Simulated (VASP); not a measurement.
Input of a VASP 6.6.1 run:

Contents of INCAR:

```
SYSTEM = ScNb
  PREC = Accurate
  ENCUT = 600
  EDIFF = 1E-6
  ISMEAR = -1
  SIGMA = 0.05
  LREAL = .False.
  LASPH = .True.
  NELM = 80
  ALGO = Fast
  ISIF = 3
  LWAVE = .False.
  LCHARG = .False.
  GGA = PS
  IVDW = 12
  IBRION = 2
  NSW = 60
  EDIFFG = -0.01
```

The input KPOINTS:

```
regular mesh
0
Gamma
  10 10 5
  0 0 0
```

Contents of POSCAR:

```
ScNb
1.0
    3.0656443612      0.0000000000      0.0000000000
   -1.5328221806      2.6549258957      0.0000000000
    0.0000000000      0.0000000000      5.0721940000
Nb Sc
1 1
Direct
    0.3333333333      0.6666666667      0.5000000000
    0.0000000000      0.0000000000      0.0000000000
```

Potentials or basis: VASP PAW PBE potentials, release 64 (Nb_sv, Sc_sv).

Command:

```sh
$ cat potpaw_PBE.64/Nb_sv/POTCAR potpaw_PBE.64/Sc_sv/POTCAR > POTCAR
$ mpirun -np 1 vasp_std > vasp.out
```

(1) What does it give for the relaxed cell?

(2) Predict the space group after relaxing (to 0.1 Å).

(3) What does it give for the dispersion energy per atom?

(4) What does it give for the relaxed volume?

Results:

(1) a = 2.980 Å, b = 2.980 Å, c = 4.928 Å, α = 90.00°, β = 90.00°, γ = 120.00°.

(2) P-6m2 (No. 187).

(3) -0.614 eV.

(4) 18.95 Å³/atom.

Caveat: the PAW data sets were made with another functional, which shifts forces and pressure a little.
